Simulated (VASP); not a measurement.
# Sn3PdO8 (Cmmm) in VASP: single point with PBEsol+U

Aim: the single point of Sn3PdO8 with PBEsol+U.

All numbers are computed with VASP 6.6.1; they aren't measurements. Logs are shortened: lines on timing, memory, paths and dates and some standing lists are left out, and cuts for length are marked.

### 1 The cell of the first run

Symmetry: Cmmm, No. 65, orthorhombic system. Conventional cell: a = 6.700 Å, b = 6.700 Å, c = 6.373 Å, α = 90.00°, β = 90.00°, γ = 90.00°. Pd (site symmetry mmm) has 6 O at 2.01 Å within 2.7 Å. Sn (site symmetry mmm) has 6 O at 2.07 Å within 2.7 Å. Within 2.7 Å of Sn (site symmetry mm2) lie 6 O at 2.06 to 2.08 Å. O (site symmetry m2m) has 1 Pd at 2.01 Å and 2 Sn at 2.06 Å and 1 O at 2.68 Å within 2.7 Å. Within 2.7 Å of O (site symmetry m2m) lie 3 Sn at 2.06 to 2.07 Å and 1 O at 2.57 Å. Within 2.7 Å of O (site symmetry m) lie 1 Pd at 2.01 Å and 2 Sn at 2.07 to 2.08 Å and 1 O at 2.54 Å.

### 2 Single point, PBEsol+U

INCAR

```
ALGO = Normal
EDIFF = 1E-6
ENCUT = 520
GGA = PS
ISIF = 2
ISMEAR = 0
LASPH = True
LCHARG = False
LDAU = True
LDAUJ = 0 0 0
LDAUL = 2 -1 -1
LDAUPRINT = 1
LDAUTYPE = 2
LDAUU = 4 0 0
LMAXMIX = 4
LREAL = False
LWAVE = False
NBANDS = 62
NELM = 150
PREC = Accurate
SIGMA = 0.05
```

KPOINTS

```
k-points
0
Gamma
  4 4 3
```

POSCAR

```
Sn3PdO8
1.0
    4.7373500000      0.0000000000      0.0000000000
    0.0000000000      4.7373500000      0.0000000000
    0.0000000000      0.0000000000      6.3728000000
Pd Sn O
1 3 8
Direct
    0.0000000000      0.0000000000      1.0000000000
    0.0000000000      0.0000000000      0.5000000000
    0.5000000000      0.5000000000      0.2463965786
    0.5000000000      0.5000000000      0.7536034214
    0.3002803001      0.3002803001      1.0000000000
    0.3083640033      0.3083640033      0.5000000000
    0.1897046375      0.8102953625      0.2440860549
    0.1897046375      0.8102953625      0.7559139451
    0.6997196999      0.6997196999      1.0000000000
    0.6916359967      0.6916359967      0.5000000000
    0.8102953625      0.1897046375      0.2440860549
    0.8102953625      0.1897046375      0.7559139451
```

Potentials or basis: VASP PAW PBE potentials, release 64 (Pd, Sn_d, O).

Started as:

```
> cat potpaw_PBE.64/Pd/POTCAR potpaw_PBE.64/Sn_d/POTCAR potpaw_PBE.64/O/POTCAR > POTCAR
> mpirun -np 1 vasp_std > vasp.out
```

OUTCAR:

```text
EDIFF = 1E-6
   ENCUT = 520
   GGA = PS
   ISIF = 2
   ISMEAR = 0
   LASPH = True
   LREAL = False
   NELM = 150
   PREC = Accurate

 ion  position               nearest neighbor table
   1  0.000  0.000  0.000-   7 2.01   8 2.01  11 2.01  12 2.01   5 2.01   9 2.01   2 3.19   2 3.19

   2  0.000  0.000  0.500-   6 2.07  10 2.07   8 2.07   7 2.07  11 2.07  12 2.07   1 3.19   1 3.19
                             4 3.72   3 3.72   3 3.72   4 3.72   3 3.72   4 3.72   3 3.72   4 3.72
   3  0.500  0.500  0.246-   5 2.06   9 2.06   6 2.06  10 2.06   7 2.08  11 2.08   4 3.14   4 3.23
                             2 3.72   2 3.72   2 3.72   2 3.72
   4  0.500  0.500  0.754-   5 2.06   9 2.06   6 2.06  10 2.06   8 2.08  12 2.08   3 3.14   3 3.23
                             2 3.72   2 3.72   2 3.72   2 3.72
   5  0.300  0.300  0.000-   1 2.01   3 2.06   4 2.06
   6  0.308  0.308  0.500-   3 2.06   4 2.06   2 2.07
   7  0.190  0.810  0.244-   1 2.01   2 2.07   3 2.08
   8  0.190  0.810  0.756-   1 2.01   2 2.07   4 2.08
   9  0.700  0.700  0.000-   1 2.01   3 2.06   4 2.06
  10  0.692  0.692  0.500-   3 2.06   4 2.06   2 2.07
  11  0.810  0.190  0.244-   1 2.01   2 2.07   3 2.08
  12  0.810  0.190  0.756-   1 2.01   2 2.07   4 2.08

  LATTYP: Found a simple tetragonal cell.
 ALAT       =     4.7373500000
 C/A-ratio  =     1.3452246509

  Lattice vectors:

 A1 = (   4.7373500000,   0.0000000000,   0.0000000000)
 A2 = (   0.0000000000,   4.7373500000,   0.0000000000)
 A3 = (   0.0000000000,   0.0000000000,   6.3728000000)

Analysis of symmetry for initial positions (statically):
=====================================================================
 Subroutine PRICEL returns:
 Original cell was already a primitive cell.

 Routine SETGRP: Setting up the symmetry group for a
 simple tetragonal supercell.

 Subroutine GETGRP returns: Found  8 space group operations
[... 189 lines left out ...]

 occupancies and eigenvectors

  o =  0.6074  v = -0.8316  0.0000  0.5554  0.0000 -0.0000  0.0000  0.0000  0.0000  0.0000  0.0000      0.0000  0.0000  0.0000  0.0000  0.0000  0.0000  0.0000  0.0000  0.0000  0.0000
  o =  0.6074  v =  0.0000  0.0000  0.0000  0.0000  0.0000 -0.8316  0.0000  0.5554  0.0000 -0.0000      0.0000  0.0000  0.0000  0.0000  0.0000  0.0000  0.0000  0.0000  0.0000  0.0000
  o =  0.6263  v =  0.0000  0.7071  0.0000 -0.7071 -0.0000  0.0000  0.0000  0.0000  0.0000  0.0000      0.0000  0.0000  0.0000  0.0000  0.0000  0.0000  0.0000  0.0000  0.0000  0.0000
  o =  0.6263  v =  0.0000  0.0000  0.0000  0.0000  0.0000  0.0000  0.7071  0.0000 -0.7071 -0.0000      0.0000  0.0000  0.0000  0.0000  0.0000  0.0000  0.0000  0.0000  0.0000  0.0000
  o =  0.9852  v =  0.0000  0.0000  0.0000  0.0000  0.0000 -0.5554  0.0000 -0.8316  0.0000  0.0000      0.0000  0.0000  0.0000  0.0000  0.0000  0.0000  0.0000  0.0000  0.0000  0.0000
  o =  0.9852  v = -0.5554  0.0000 -0.8316  0.0000  0.0000  0.0000  0.0000  0.0000  0.0000  0.0000      0.0000  0.0000  0.0000  0.0000  0.0000  0.0000  0.0000  0.0000  0.0000  0.0000
  o =  0.9992  v =  0.0000  0.0000  0.0000  0.0000  0.0000  0.0000 -0.7071  0.0000 -0.7071  0.0000      0.0000  0.0000  0.0000  0.0000  0.0000  0.0000  0.0000  0.0000  0.0000  0.0000
  o =  0.9992  v =  0.0000 -0.7071  0.0000 -0.7071  0.0000  0.0000  0.0000  0.0000  0.0000  0.0000      0.0000  0.0000  0.0000  0.0000  0.0000  0.0000  0.0000  0.0000  0.0000  0.0000
  o =  0.9994  v =  0.0000  0.0000  0.0000  0.0000  1.0000  0.0000  0.0000  0.0000  0.0000  0.0000      0.0000  0.0000  0.0000  0.0000  0.0000  0.0000  0.0000  0.0000  0.0000  0.0000
  o =  0.9994  v =  0.0000  0.0000  0.0000  0.0000  0.0000  0.0000  0.0000  0.0000  0.0000  1.0000      0.0000  0.0000  0.0000  0.0000  0.0000  0.0000  0.0000  0.0000  0.0000  0.0000

 number of electron      99.9999995 magnetization

 Free energy of the ion-electron system (eV)
  ---------------------------------------------------
  ext. energy  EPLUGINS =         0.00000000
  ---------------------------------------------------
  free energy    TOTEN  =       -74.64611982 eV

  energy without entropy =      -74.64611982  energy(sigma->0) =      -74.64611982

 E-fermi :   5.7277     XC(G=0): -11.5088

 val. band max:        5.4202242342   @ k =   0.0000   0.0000   0.0000
 cond. band min:       6.1164639739   @ k =   0.5000   0.5000   0.0000
 fundamental gap:      0.6962397397
 Fermi energy:         5.7277023701

 k-point     1 :       0.0000    0.0000    0.0000
  band No.  band energies     occupation
      1     -15.5424      2.00000
      2     -15.4682      2.00000
      3     -15.0402      2.00000
      4     -14.9407      2.00000
      5     -14.8735      2.00000
      6     -14.6704      2.00000
[... 899 lines left out ...]
     61      15.7028      0.00000
     62      15.8084      0.00000

------------------------ aborting loop because EDIFF is reached ----------------------------------------

  FORCE on cell =-STRESS in cart. coord.  units (eV):
  Direction    XX          YY          ZZ          XY          YZ          ZX
  --------------------------------------------------------------------------------------
  -------------------------------------------------------------------------------------
  Total       -3.2255132     -3.2255132     -2.3096461     -0.9858170      0.0000000      0.0000000
  in kB      -36.1333453    -36.1333453    -25.8734771    -11.0434723      0.0000000      0.0000000
  external PRESSURE =     -32.7133892 kB  Pullay stress =       0.0000000 kB

 VOLUME and BASIS-vectors are now :
 -----------------------------------------------------------------------------
  energy-cutoff  :      520.00
  volume of cell :      143.02
      direct lattice vectors                 reciprocal lattice vectors
     4.737350000  0.000000000  0.000000000     0.211088478  0.000000000  0.000000000
     0.000000000  4.737350000  0.000000000     0.000000000  0.211088478  0.000000000
     0.000000000  0.000000000  6.372800000     0.000000000  0.000000000  0.156916897

 POSITION                                       TOTAL-FORCE (eV/Angst)
 -----------------------------------------------------------------------------------
      0.00000      0.00000      0.00000        -0.000000     -0.000000      0.000000
      0.00000      0.00000      3.18640        -0.000000     -0.000000      0.000000
      2.36868      2.36868      1.57024        -0.000000     -0.000000     -0.017339
      2.36868      2.36868      4.80256        -0.000000     -0.000000      0.017339
      1.42253      1.42253      0.00000        -0.255408     -0.255408      0.000000
      1.46083      1.46083      3.18640        -0.007343     -0.007343      0.000000
      0.89870      3.83865      1.55551        -0.140057      0.140057     -0.266164
      0.89870      3.83865      4.81729        -0.140057      0.140057      0.266164
      3.31482      3.31482      0.00000         0.255408      0.255408      0.000000
      3.27652      3.27652      3.18640         0.007343      0.007343     -0.000000
      3.83865      0.89870      1.55551         0.140057     -0.140057     -0.266164
      3.83865      0.89870      4.81729         0.140057     -0.140057      0.266164
 -----------------------------------------------------------------------------------
    total drift:                                0.000000      0.000000      0.000000

  FREE ENERGIE OF THE ION-ELECTRON SYSTEM (eV)
  ---------------------------------------------------
  free  energy   TOTEN  =       -74.6461198153 eV

  energy  without entropy=      -74.6461198153  energy(sigma->0) =      -74.64611982
```

OSZICAR:

```text
N       E                     dE             d eps       ncg     rms          rms(c)
DAV:   1     0.145376401258E+04    0.14538E+04   -0.47159E+04  2022   0.236E+03
DAV:   2     0.203591316773E+03   -0.12502E+04   -0.11798E+04  1896   0.742E+02
DAV:   3    -0.644334644131E+02   -0.26802E+03   -0.25940E+03  1874   0.256E+02
DAV:   4    -0.858667166942E+02   -0.21433E+02   -0.21101E+02  2104   0.816E+01
DAV:   5    -0.866084526748E+02   -0.74174E+00   -0.73860E+00  2008   0.153E+01    0.357E+01
DAV:   6    -0.757209764766E+02    0.10887E+02   -0.50684E+01  2420   0.720E+01    0.200E+01
DAV:   7    -0.747632950074E+02    0.95768E+00   -0.11906E+01  1914   0.232E+01    0.750E+00
DAV:   8    -0.746473939559E+02    0.11590E+00   -0.14090E+00  1898   0.761E+00    0.536E+00
DAV:   9    -0.746450257285E+02    0.23682E-02   -0.16447E-01  2552   0.271E+00    0.189E+00
DAV:  10    -0.746455362120E+02   -0.51048E-03   -0.33861E-02  2272   0.128E+00    0.373E-01
DAV:  11    -0.746461258810E+02   -0.58967E-03   -0.39883E-03  2128   0.451E-01    0.161E-01
DAV:  12    -0.746461164690E+02    0.94119E-05   -0.33140E-04  2216   0.128E-01    0.544E-02
DAV:  13    -0.746461188691E+02   -0.24001E-05   -0.97766E-05  2106   0.520E-02    0.239E-02
DAV:  14    -0.746461208562E+02   -0.19871E-05   -0.10905E-05  2352   0.263E-02    0.117E-02
DAV:  15    -0.746461198076E+02    0.10486E-05   -0.27310E-06  1586   0.137E-02    0.434E-03
DAV:  16    -0.746461198153E+02   -0.77216E-08   -0.10077E-06  1102   0.631E-03
   1 F= -.74646120E+02 E0= -.74646120E+02  d E =-.222170E-19
```

stdout:

```text
POSCAR found type information on POSCAR PdSnO
 POSCAR found :  3 types and      12 ions
 scaLAPACK will be used
 -----------------------------------------------------------------------------
|                                                                             |
|                                                                             |
|     You enforced a specific xc type in the INCAR file but a different       |
|     I HOPE YOU KNOW WHAT YOU ARE DOING!                                     |
|                                                                             |
 -----------------------------------------------------------------------------

 LDA part: xc-table for (Slater+PW92), standard interpolation
 POSCAR, INCAR and KPOINTS ok, starting setup
 FFT: planning ... GRIDC
 FFT: planning ... GRID_SOFT
 FFT: planning ... GRID
 WAVECAR not read
 entering main loop
```

Wall time 3 min (1 thread of Intel Xeon 8259CL, shared host); peak memory 0.29 GiB.

What came out:

```
Free energy            : -74.6461 eV
Pressure               : -3.3 GPa
Largest force          : 0.361 eV/Å
Band gap on the k mesh : 0.70 eV (least direct gap 0.73 eV)
```

Forces in eV/Å, atoms in the order of the input:
```
Pd   0.000  0.000  0.000
Sn   0.000  0.000  0.000
Sn   0.000  0.000 -0.017
Sn   0.000  0.000  0.017
O   -0.255 -0.255  0.000
O   -0.007 -0.007  0.000
O   -0.140  0.140 -0.266
O   -0.140  0.140  0.266
O    0.255  0.255  0.000
O    0.007  0.007  0.000
O    0.140 -0.140 -0.266
O    0.140 -0.140  0.266
```

Eigenvalues of the final occupation matrices:
```csv
site,spin,trace,eigenvalues
site 1 d,1,4.22,0.61 0.63 0.99 1.00 1.00
site 1 d,2,4.22,0.61 0.63 0.99 1.00 1.00
```

Caveat: the cell stands under tension; the PAW data sets were made with another functional, which shifts forces and pressure a little; spin-orbit coupling is left out, which moves the levels of the heavy elements; an odd mesh through Γ misses points on the zone boundary, where band edges can lie.
